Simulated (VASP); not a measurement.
# Au (Fm-3m) in VASP: further runs

Runs on Au. Level: PBE. Tasks: single point, relaxation of cell and atoms.

All numbers are computed with VASP 6.6.1; they aren't measurements. Logs are shortened: lines on timing, memory, paths and dates and some standing lists are left out, and cuts for length are marked.

### 1 The cell of the first run

The structure is cubic, space group Fm-3m (No. 225). The conventional cell has a = 4.158 Å, b = 4.158 Å, c = 4.158 Å, α = 90.00°, β = 90.00°, γ = 90.00°. Within 3.9 Å of Au (site symmetry m-3m) lie 12 Au at 2.94 Å.

### 2 Single point, PBE

File INCAR:

```
ALGO = Fast
EDIFF = 1E-7
ENCUT = 520
GGA = PE
ISIF = 2
ISMEAR = 0
LASPH = True
LCHARG = False
LREAL = False
LWAVE = False
NBANDS = 12
NELM = 80
PREC = Accurate
SIGMA = 0.1
```

File KPOINTS:

```
k-points
0
Gamma
  18 18 18
```

File POSCAR:

```
Au
1.0
    0.0000000000      2.0790224358      2.0790224358
    2.0790224358      0.0000000000      2.0790224358
    2.0790224358      2.0790224358      0.0000000000
Au
1
Direct
    0.0000000000      0.0000000000      0.0000000000
```

Potentials or basis: VASP PAW PBE potentials, release 64 (Au).

Command:

```sh
$ cat potpaw_PBE.64/Au/POTCAR > POTCAR
$ mpirun -np 1 vasp_std > vasp.out
```

OUTCAR:

```text
EDIFF = 1E-7
   ENCUT = 520
   GGA = PE
   ISIF = 2
   ISMEAR = 0
   LASPH = True
   LREAL = False
   NELM = 80
   PREC = Accurate

 ion  position               nearest neighbor table
   1  0.000  0.000  0.000-

  LATTYP: Found a face centered cubic cell.
 ALAT       =     4.1580448716

  Lattice vectors:

 A1 = (   0.0000000000,   2.0790224358,   2.0790224358)
 A2 = (   2.0790224358,   0.0000000000,   2.0790224358)
 A3 = (   2.0790224358,   2.0790224358,   0.0000000000)

Analysis of symmetry for initial positions (statically):
=====================================================================
 Subroutine PRICEL returns:
 Original cell was already a primitive cell.

 Routine SETGRP: Setting up the symmetry group for a
 face centered cubic supercell.

 Subroutine GETGRP returns: Found 48 space group operations
 (whereof 48 operations were pure point group operations)
 out of a pool of 48 trial point group operations.

The static configuration has the point symmetry O_h .

Analysis of symmetry for dynamics (positions and initial velocities):
=====================================================================
 Subroutine PRICEL returns:
 Original cell was already a primitive cell.

 Routine SETGRP: Setting up the symmetry group for a
 face centered cubic supercell.

 Subroutine GETGRP returns: Found 48 space group operations
 (whereof 48 operations were pure point group operations)
 out of a pool of 48 trial point group operations.

The dynamic configuration has the point symmetry O_h .

 Subroutine INISYM returns: Found 48 space group operations
 (whereof 48 operations are pure point group operations),
 and found     1 'primitive' translations

----------------------------------------------------------------------------------------

                                     Primitive cell

  volume of cell :      17.9725

  direct lattice vectors                    reciprocal lattice vectors
     0.000000000  2.079022436  2.079022436    -0.240497645  0.240497645  0.240497645
     2.079022436  0.000000000  2.079022436     0.240497645 -0.240497645  0.240497645
     2.079022436  2.079022436  0.000000000     0.240497645  0.240497645 -0.240497645

  length of vectors
     2.940181725  2.940181725  2.940181725     0.416554140  0.416554140  0.416554140

  position of ions in fractional coordinates (direct lattice)
     0.000000000  0.000000000  0.000000000

  ion indices of the primitive-cell ions
   primitive index   ion index
                 1           1

----------------------------------------------------------------------------------------

 KPOINTS: k-points

Automatic generation of k-mesh.
 Grid dimensions read from file:
 generate k-points for:   18   18   18

 Generating k-lattice:

  Cartesian coordinates                     Fractional coordinates (reciprocal lattice)
    -0.013360980  0.013360980  0.013360980     0.055555556  0.000000000  0.000000000
     0.013360980 -0.013360980  0.013360980     0.000000000  0.055555556  0.000000000
     0.013360980  0.013360980 -0.013360980     0.000000000  0.000000000  0.055555556

  Length of vectors
     0.023141897  0.023141897  0.023141897

  Shift w.r.t. Gamma in fractional coordinates (k-lattice)
     0.000000000  0.000000000  0.000000000

 Subroutine IBZKPT returns following result:
 ===========================================

 Found    195 irreducible k-points:

 Following reciprocal coordinates:
            Coordinates               Weight
  0.000000  0.000000  0.000000      1.000000
  0.055556  0.000000  0.000000      8.000000
  0.111111  0.000000  0.000000      8.000000
  0.166667  0.000000  0.000000      8.000000
  0.222222  0.000000  0.000000      8.000000
  0.277778  0.000000  0.000000      8.000000
[... 16 lines left out ...]
 -0.277778  0.055556  0.000000     24.000000
 -0.222222  0.055556  0.000000     24.000000
 [... further k-points ...]
   k-points           NKPTS =    195   k-points in BZ     NKDIM =    195   number of bands    NBANDS=     12
   number of dos      NEDOS =    301   number of ions     NIONS =      1
   total plane-waves  NPLWV =  13824
   dimension x,y,z NGX =    24 NGY =   24 NGZ =   24
   dimension x,y,z NGXF=    48 NGYF=   48 NGZF=   48
   ions per type =               1
   NGX,Y,Z   is equivalent  to a cutoff of  13.57, 13.57, 13.57 a.u.
   NGXF,Y,Z  is equivalent  to a cutoff of  27.14, 27.14, 27.14 a.u.
 SYSTEM =  unknown system
   PREC   = accura    normal or accurate (medium, high low for compatibility)
   ISTART =      0    job   : 0-new  1-cont  2-samecut
   ICHARG =      2    charge: 1-file 2-atom 10-const
   ISPIN  =      1    spin polarized calculation?
   LNONCOLLINEAR =      F non collinear calculations
   LSORBIT =      F    spin-orbit coupling
   LASPH  =      T    aspherical Exc in radial PAW
   ENCUT  =  520.0 eV  38.22 Ry    6.18 a.u.   5.47  5.47  5.47*2*pi/ulx,y,z
   NELM   =     80;   NELMIN=  2; NELMDL= -5     # of ELM steps
   EDIFF  = 0.1E-06   stopping-criterion for ELM
   LREAL  =      F    real-space projection
   EDIFFG = 0.1E-05   stopping-criterion for IOM
   NSW    =      0    number of steps for IOM
   IBRION =     -1    ionic relax: 0-MD 1-quasi-New 2-CG
   NFREE  =      0    steps in history (QN), initial steepest desc. (CG)
   ISIF   =      2    stress and relaxation
   ISYM   =      2    0-nonsym 1-usesym 2-fastsym
   POTIM  = 0.5000    time-step for ionic-motion
   TEBEG  =    0.0;   TEEND  =   0.0 temperature during run
   PSTRESS=    0.0 pullay stress
   NELECT =      11.0000    total number of electrons
   NUPDOWN=      -1.0000    fix difference up-down
   EMIN   =  10.00;   EMAX   =-10.00  energy-range for DOS
   EFERMI =   0.00;   METHOD = LEGACY
   ISMEAR =     0;   SIGMA  =   0.10  broadening in eV -4-tet -1-fermi 0-gaus
   EFERMI_NEDOS =   21; number of points for ismear=-14 and -15
   IALGO  =     68    algorithm
   IMIX   =      4    mixing-type and parameters
     AMIX     =   0.40;   BMIX     =  1.00
     AMIX_MAG =   1.60;   BMIX_MAG =  1.00
  volume/ion in A,a.u.               =      17.97       121.28
  Fermi-wavevector in a.u.,A,eV,Ry     =   1.389963  2.626649 26.286414  1.931997
  Thomas-Fermi vector in A             =   2.513943
   LORBIT       =      0    0 simple, 1 ext, 2 COOP (PROOUT), +10 PAW based schemes
   GGA     = PE    functional components
   LHFCALC =     F    Hartree Fock is set to
   AEXX    =    0.0000 exact exchange contribution
   IVDW    =     0    specifies the selected vdW correction
   LEPSILON=     F    determine dielectric tensor
   LRPA    =     F    only Hartree local field effects (RPA)
 non-spin polarized calculation
 RMM-DIIS sequential band-by-band and
 Gauss-broadening in eV      SIGMA  =   0.10
  energy-cutoff  :      520.00
  volume of cell :       17.97
 maximum number of plane-waves:       531
 NGX is ok and might be reduce to    24
   NGX = 11   NGY = 11   NGZ = 11

 number of electron      11.0000001 magnetization

 Free energy of the ion-electron system (eV)
  ---------------------------------------------------
  ext. energy  EPLUGINS =         0.00000000
  ---------------------------------------------------
  free energy    TOTEN  =        -3.22236216 eV

  energy without entropy =       -3.22109609  energy(sigma->0) =       -3.22172912

 E-fermi :   8.5637     XC(G=0): -12.4005

 val. band max:        8.5483195678   @ k =   0.5000   0.2778   0.1111
 cond. band min:       8.5926865761   @ k =   0.5000   0.1667   0.0556
 fundamental gap:      0.0443670083
 Fermi energy:         8.5636637671

 k-point     1 :       0.0000    0.0000    0.0000
  band No.  band energies     occupation
      1      -0.6940      2.00000
      2       4.1949      2.00000
      3       4.1949      2.00000
      4       4.1949      2.00000
      5       5.5732      2.00000
      6       5.5732      2.00000
      7      23.1934      0.00000
      8      26.8869      0.00000
      9      26.8869      0.00000
     10      26.8869      0.00000
     11      31.6253      0.00000
     12      35.7054      0.00000

 k-point     2 :       0.0556    0.0000    0.0000
  band No.  band energies     occupation
      1      -0.5911      2.00000
      2       4.1632      2.00000
      3       4.2294      2.00000
      4       4.2294      2.00000
      5       5.5581      2.00000
      6       5.5581      2.00000
      7      23.3053      0.00000
      8      26.1696      0.00000
      9      26.9986      0.00000
     10      26.9986      0.00000
     11      32.1867      0.00000
     12      34.4678      0.00000

 k-point     3 :       0.1111    0.0000    0.0000
  band No.  band energies     occupation
      1      -0.2904      2.00000
      2       4.0828      2.00000
      3       4.3193      2.00000
      4       4.3193      2.00000
      5       5.5275      2.00000
      6       5.5275      2.00000
      7      23.5169      0.00000
      8      24.7180      0.00000
      9      27.3094      0.00000
     10      27.3094      0.00000
     11      31.7519      0.00000
     12      33.8581      0.00000

 k-point     4 :       0.1667    0.0000    0.0000
  band No.  band energies     occupation
      1       0.1795      2.00000
      2       4.0010      2.00000
      3       4.4198      2.00000
      4       4.4198      2.00000
      5       5.5292      2.00000
      6       5.5292      2.00000
      7      22.5069      0.00000
      8      24.2089      0.00000
      9      27.7277      0.00000
     10      27.7277      0.00000
     11      30.4507      0.00000
     12      32.5194      0.00000

 k-point     5 :       0.2222    0.0000    0.0000
  band No.  band energies     occupation
      1       0.7497      2.00000
      2       4.0084      2.00000
      3       4.4632      2.00000
      4       4.4632      2.00000
      5       5.6309      2.00000
      6       5.6309      2.00000
      7      20.5032      0.00000
      8      24.2594      0.00000
      9      28.0036      0.00000
     10      28.0036      0.00000
     11      29.8688      0.00000
     12      31.4574      0.00000
[... 228 lines left out ...]
      1       1.8356      2.00000
      2       4.1912      2.00000
      3       4.2680      2.00000
      4       5.8196      2.00000
      5       6.3636      2.00000
      6       7.1787      2.00000
      7      13.4997      0.00000
      8      22.9437      0.00000
      9      24.9304      0.00000
     10      26.1743      0.00000
     11      31.9865      0.00000
     12      32.5220      0.00000

 k-point    22 :      -0.3333    0.0556    0.0000
  band No.  band energies     occupation
      1       1.7584      2.00000
      2       4.2767      2.00000
      3       4.3477      2.00000
      4       5.0223      2.00000
      5       6.0675      2.00000
      6       6.6187      2.00000
      7      15.5170      0.00000
      8      23.3059      0.00000
      9      25.3859      0.00000
     10      27.2290      0.00000
     11      30.9473      0.00000
     12      31.9406      0.00000

 k-point    23 :      -0.2778    0.0556    0.0000
  band No.  band energies     occupation
      1       1.5066      2.00000
      2       4.2534      2.00000
      3       4.4430      2.00000
      4       4.4464      2.00000
      5       5.7519      2.00000
      6       6.2378      2.00000
      7      17.6712      0.00000
      8      23.7473      0.00000
      9      26.0244      0.00000
     10      28.5029      0.00000
     11      29.8155      0.00000
     12      31.1877      0.00000

 k-point    24 :      -0.2222    0.0556    0.0000
  band No.  band energies     occupation
      1       1.0268      2.00000
      2       3.9659      2.00000
      3       4.4778      2.00000
      4       4.5100      2.00000
      5       5.4941      2.00000
      6       5.9321      2.00000
      7      19.8456      0.00000
      8      24.1033      0.00000
      9      26.6303      0.00000
     10      29.0675      0.00000
     11      29.3852      0.00000
     12      30.9395      0.00000

 [... further k-points ...]

------------------------ aborting loop because EDIFF is reached ----------------------------------------

  FORCE on cell =-STRESS in cart. coord.  units (eV):
  Direction    XX          YY          ZZ          XY          YZ          ZX
  --------------------------------------------------------------------------------------
  -------------------------------------------------------------------------------------
  Total       -0.0144160     -0.0144160     -0.0144160      0.0000000      0.0000000      0.0000000
  in kB       -1.2851347     -1.2851347     -1.2851347      0.0000000      0.0000000      0.0000000
  external PRESSURE =      -1.2851347 kB  Pullay stress =       0.0000000 kB

 VOLUME and BASIS-vectors are now :
 -----------------------------------------------------------------------------
  energy-cutoff  :      520.00
  volume of cell :       17.97
      direct lattice vectors                 reciprocal lattice vectors
     0.000000000  2.079022436  2.079022436    -0.240497645  0.240497645  0.240497645
     2.079022436  0.000000000  2.079022436     0.240497645 -0.240497645  0.240497645
     2.079022436  2.079022436  0.000000000     0.240497645  0.240497645 -0.240497645

 POSITION                                       TOTAL-FORCE (eV/Angst)
 -----------------------------------------------------------------------------------
      0.00000      0.00000      0.00000         0.000000      0.000000      0.000000
 -----------------------------------------------------------------------------------
    total drift:                                0.000000     -0.000000     -0.000000

  FREE ENERGIE OF THE ION-ELECTRON SYSTEM (eV)
  ---------------------------------------------------
  free  energy   TOTEN  =        -3.2223621575 eV

  energy  without entropy=       -3.2210960901  energy(sigma->0) =       -3.22172912
```

It took 77 s on 1 thread of AMD EPYC 7R13, shared host; peak memory 0.14 GiB.

What came out:

```yaml
Free_energy: -3.2224 eV
Pressure: -0.1 GPa
Band_gap_on_the_k_mesh: zero (an odd number of electrons rules out a gap without spin polarisation)
```

Levels at points of the mesh, in eV from the Fermi level:
| k point | band 3 | band 4 | band 5 | band 6 | band 7 | band 8 | band 9 | band 10 |
| --- | --- | --- | --- | --- | --- | --- | --- | --- |
| (0.00, 0.00, 0.00) | -4.37 | -4.37 | -2.99 | -2.99 | 14.63 | 18.32 | 18.32 | 18.32 |
| (0.50, 0.00, 0.00) | -4.40 | -1.90 | -1.90 | -0.66 | 2.84 | 14.07 | 16.78 | 16.78 |
| (0.50, 0.50, 0.00) | -1.94 | -1.60 | -1.60 | 1.22 | 5.40 | 9.90 | 9.90 | 16.69 |

Caveat: spin-orbit coupling is left out, which moves the levels of the heavy elements.

[end of part 1 of 2]
